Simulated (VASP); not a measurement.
Runs of VASP 6.6.1 on HRh2. The structure is that of space group Fm-3m (No. 225), or close to it. The cells are those of the table. 

| task | cell | k mesh | cutoff (eV) | gap on the mesh (eV) | pressure (GPa) | relaxed volume (Å³/atom) |
| --- | --- | --- | --- | --- | --- | --- |
| single point | a = 3.644 Å, angles 60.0°, 3 atoms | 16 × 16 × 16 | 520 | none | 0.0 | - |
| relaxation of cell and atoms | relaxed from a = 3.474 Å, angles 60.0°, 3 atoms | 6 × 6 × 6 | 600 | none | -0.2 | (a) |
| relaxation of cell and atoms | relaxed from a = 3.641 Å, angles 60.0°, 3 atoms | 16 × 16 × 16 | 600 | none | 0.1 | 11.40 |
| single point | a = 3.641 Å, angles 60.0°, 3 atoms | 6 × 6 × 6 | 520 | none | -0.1 | - |

Alike in all rows: level PBE; potentials or basis VASP PAW PBE potentials, release 64 (H, Rh_pv); no spin polarisation; smearing gaussian 0.1 eV.

Problem. Estimate the missing entries.

Solution. (a) 11.38.

Caveats: some runs use coarse meshes; the volume moved by over 15 % at a fixed basis, so the end points are rough (at least some runs).

A k mesh can miss the band edges, and the runs leave out spin-orbit coupling on Rh.

A gap of «none» marks levels without a gap at the run's occupations.
